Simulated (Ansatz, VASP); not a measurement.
# Be: VASP beside Ansatz

```
Be
1.0
    -1.03963    1.03963    1.03963
     1.03963   -1.03963    1.03963
     1.03963    1.03963   -1.03963
Be
1
Direct
  0.00000 0.00000 0.00000
```

Change from the starting cell: volume scaled by 0.58, PAW files.

Alike in both runs: task single point; functional PBEsol; k mesh 23 × 23 × 23; occupations fermi-dirac, width 0.1 eV; no spin polarisation.

```csv
,VASP,Ansatz
version,VASP 6.6.1,Ansatz 0.2.0
potentials or method,"VASP PAW PBE potentials, release 64 (Be)","PAW with Ansatz's default frozen-core files, scalar-relativistic"
plane-wave cutoff (eV),520,420
valence electrons in the cell,2,2
```

```csv
,VASP,Ansatz,Ansatz less VASP
pressure (GPa),169.0,167.3,-1.73
```

VASP's potentials were made for PBE, not for PBEsol. Both programs put the cell under a high pressure, so it lies far from rest at this level.

Noted on VASP's run: the cell as given lies far from equilibrium.
